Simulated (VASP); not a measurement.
The system is MoS.

```xyz
2
Lattice="0.0000 2.8940 2.8940 2.8940 0.0000 2.8940 2.8940 2.8940 0.0000" Properties=species:S:1:pos:R:3 pbc="T T T"
Mo    0.0000    0.0000    0.0000
S     1.4470    1.4470    1.4470
```

Base run:

```yaml
Program: VASP 6.6.1
Functional: PBE
Potentials_or_basis: VASP PAW PBE potentials, release 64 (Mo_sv, S)
Cutoff: 520 eV
k_mesh: 12 × 12 × 12
Occupations: gaussian, width 0.1 eV
Spin: collinear spin, ferromagnetic start
Starting_moments: "[2.0, 0.0] μB"
Hubbard_terms: Mo d U = 4.38 eV
```

Its results: band gap on the k mesh zero (filled and empty bands overlap); pressure 4.8 GPa.

Question: The run is repeated on the same cell with these changes: spin from collinear spin, ferromagnetic start to no spin polarisation; further incar settings from ALGO = Normal; EDIFF = 1e-06; NBANDS = 21 to ALGO = Normal; EDIFF = 1e-07; NBANDS = 17. What comes out?

Answer: Band gap on the k mesh zero (band 10 reaches 5.09 eV, above the bottom of band 11 at 5.07 eV); pressure -7.3 GPa.

Caveats: U without spin polarisation on a metal has little footing (some runs).
